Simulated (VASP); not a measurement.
Input of a VASP 6.6.1 run:

INCAR

```
PREC     = Accurate       # precision mode
ENCUT    = 600            # plane-wave cutoff, eV
EDIFF    = 1E-7           # SCF threshold, eV
ISMEAR   = 0              # smearing method
SIGMA    = 0.1            # smearing width, eV
LREAL    = F              # projectors in reciprocal space
LASPH    = T              # aspherical terms in the spheres
NELM     = 150            # most SCF steps
ALGO     = Normal         # electronic algorithm
ISIF     = 3              # what is computed and relaxed
LWAVE    = F              # write WAVECAR
LCHARG   = F              # write CHGCAR
ISPIN    = 2              # spin polarisation
MAGMOM   = 1 0 0 0        # initial moments
LORBIT   = 11             # projections on sites
LMAXMIX  = 4              # l up to which the mixer works
GGA      = PE             # functional
IBRION   = 2              # ionic algorithm
NSW      = 90             # ionic steps
EDIFFG   = -0.04          # ionic threshold
```

The input KPOINTS:

```
Automatic mesh
0
Gamma
  6 6 4
```

The input POSCAR:

```
TiWN2
1.0
    3.0313283200      0.0000000000      0.0000000000
   -1.5156641600      2.6252073300      0.0000000000
    0.0000000000      0.0000000000      5.5044186100
Ti W N
1 1 2
Direct
    0.0000000000      0.0000000000      0.0000000000
    0.0000000000      0.0000000000      0.5000000000
    0.3333333300      0.6666666700      0.2350000000
    0.6666666700      0.3333333300      0.7650000000
```

Potentials or basis: VASP PAW PBE potentials, release 64 (Ti_sv, W_sv, N).

The run is started by

```sh
$ cat potpaw_PBE.64/Ti_sv/POTCAR potpaw_PBE.64/W_sv/POTCAR potpaw_PBE.64/N/POTCAR > POTCAR
$ mpirun -np 1 vasp_std > vasp.out
```

(1) Estimate the band gap on the k mesh.

(2) What does it give for the net moment?

## Answers

(1) zero (filled and empty bands overlap).

(2) 0.00 μB per cell.

Caveat: the k points lie up to 0.42 Å⁻¹ apart in the final cell, too coarse for converged energies and pressures of a metal; spin-orbit coupling is left out, which moves the levels of the heavy elements.
